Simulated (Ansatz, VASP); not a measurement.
**Ag: VASP beside Ansatz**

File INCAR:

```
PREC = Accurate ; ENCUT = 520
EDIFF = 1E-7 ; ISMEAR = -1
SIGMA = 0.03 ; LREAL = F
LASPH = T ; NELM = 80
ALGO = Normal ; ISIF = 2
LWAVE = F ; LCHARG = F
GGA = PE ; NBANDS = 12
```

KPOINTS

```
Automatic mesh
0
Gamma
  8 8 8
```

Contents of POSCAR:

```
Ag
1.0
   -0.0461030000      2.0572090000      2.0726950000
    2.0307820000      0.0052840000      2.0213070000
    2.0322150000      2.0072550000      0.0038510000
Ag
1
Direct
    0.0000000000      0.0000000000      0.0000000000
```

input.yaml

```yaml
crystal:
  lattice:
    - [-0.046103, 2.057209, 2.072695]
    - [2.030782, 0.005284, 2.021307]
    - [2.032215, 2.007255, 0.003851]
  atoms:
    - { symbol: Ag, position: [0.0, 0.0, 0.0] }
kpoints:
  mp_grid: { grid: [8, 8, 8] }
scf:
  occupations: { method: fermi_dirac, width: 0.03 }
hamiltonian:
  xc: pbe
  pseudopotentials: { kind: all_electron, lapw: { basis_error: 0.004 } }
output:
  forces: true
  stress: true
  eigenvalues: true
```

Change from the starting cell: cell strained at random at fixed volume.

Alike in both runs: task single point; functional PBE; k mesh 8 × 8 × 8; occupations fermi-dirac, width 0.03 eV; no spin polarisation.

|  | VASP | Ansatz |
| --- | --- | --- |
| version | VASP 6.6.1 | Ansatz 0.2.0 |
| potentials or method | VASP PAW PBE potentials, release 64 (Ag), cutoff 520 eV | all-electron LAPW, scalar-relativistic |

```tsv
	VASP	Ansatz	Ansatz less VASP
gap on the k mesh at the Fermi level (eV)	none	none	-
pressure (GPa)	5.3	5.4	+0.16
traceless stress, the component that is largest in VASP (GPa)	1.59	1.60	+0.005
```

A gap of «none» marks a metal or a gap that the smearing closes. Ansatz ran all-electron here, and VASP with PAW potentials.

Noted on Ansatz's run: the k mesh is thin for a metal, which can move the energy by tens of meV per atom.
